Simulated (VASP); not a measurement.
The system is MnAs.

```xyz
2
Lattice="0.0000 2.8300 2.8300 2.8300 0.0000 2.8300 2.8300 2.8300 0.0000" Properties=species:S:1:pos:R:3 pbc="T T T"
Mn    0.0000    0.0000    0.0000
As    1.4150    1.4150    1.4150
```

Base run:

| Item | Value |
| --- | --- |
| Program | VASP 6.6.1 |
| Functional | PBE |
| Potentials or basis | VASP PAW PBE potentials, release 64 (Mn_pv, As) |
| Cutoff | 520 eV |
| k mesh | 12 × 12 × 12 |
| Occupations | gaussian, width 0.05 eV |
| Spin | collinear spin, ferromagnetic start |
| Starting moments | [3.5, 0.0] μB |
| Hubbard terms | Mn d U = 6.0 eV |

Its results: pressure 10.3 GPa; net moment 4.00 μB per cell; site moments Mn +4.39; As -0.37 μB.

Task: The run is repeated on the same cell with these changes: hubbard terms from Mn d U = 6.0 eV to none. What comes out?

Result: Pressure 0.1 GPa; net moment 3.71 μB per cell; site moments Mn +3.64; As -0.16 μB.

Caveats: a cell with one magnetic atom can't hold antiferromagnetic order, which such compounds often take; the cell stands under pressure (at least some runs); the U is typed as a test and isn't derived for this compound (at least some runs).
